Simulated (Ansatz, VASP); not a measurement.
# Cd: VASP beside Ansatz

INCAR

```
ALGO = Fast ; EDIFF = 1E-6
ENCUT = 520 ; GGA = PS
ISIF = 2 ; ISMEAR = 0
LASPH = True ; LCHARG = False
LREAL = False ; LWAVE = False
NBANDS = 32 ; NELM = 80
PREC = Accurate ; SIGMA = 0.1
```

Contents of KPOINTS:

```
k-points
0
Gamma
  15 15 4
```

The input POSCAR:

```
Cd
1.0
    3.2528864422      0.0000000000      0.0000000000
   -1.6264432211      2.8170822946      0.0000000000
    0.0000000000      0.0000000000     10.8132320843
Cd
4
Direct
    0.0000000000      0.0000000000      0.0000000000
    0.3333333300      0.6666666700      0.2500000000
    0.0000000000      0.0000000000      0.5000000000
    0.6666666700      0.3333333300      0.7500000000
```

Input for Ansatz:

```yaml
crystal:
  lattice:
    - [3.2528864422, 0.0, 0.0]
    - [-1.6264432211, 2.8170822946, 0.0]
    - [0.0, 0.0, 10.8132320843]
  atoms:
    - { symbol: Cd, position: [0.0, 0.0, 0.0] }
    - { symbol: Cd, position: [0.33333333, 0.66666667, 0.25] }
    - { symbol: Cd, position: [0.0, 0.0, 0.5] }
    - { symbol: Cd, position: [0.66666667, 0.33333333, 0.75] }
basis:
  ecutwfc: 420
kpoints:
  mp_grid: { grid: [15, 15, 4] }
hamiltonian:
  xc: pbesol
scf:
  occupations: { method: gaussian, width: 0.1 }
output:
  forces: true
  stress: true
  eigenvalues: true
```

Alike in both runs: task single point; functional PBEsol; k mesh 15 × 15 × 4; occupations gaussian, width 0.1 eV; no spin polarisation.

|  | VASP | Ansatz |
| --- | --- | --- |
| version | VASP 6.6.1 | Ansatz 0.2.0 |
| potentials or method | VASP PAW PBE potentials, release 64 (Cd), cutoff 520 eV | scalar-relativistic, plane waves, PAW |
| valence electrons in the cell | 48 | 80 |

Ansatz gave:

```
gap on the k mesh at the Fermi level (eV)                     : none
pressure (GPa)                                                : -6.0
traceless stress, the component that is largest in VASP (GPa) : -0.06
```

What did VASP give for the same quantities?

gap on the k mesh at the Fermi level (eV): none; pressure (GPa): -5.8; traceless stress, the component that is largest in VASP (GPa): -0.07.

VASP's potentials were made for PBE, not for PBEsol. A gap of «none» marks a metal or a gap that the smearing closes. With one functional, cell and mesh, what is left measures potentials, basis and numerics. VASP's potentials hold 48 valence electrons a cell and Ansatz's 80, so a difference there can come from the potentials and not from the codes.
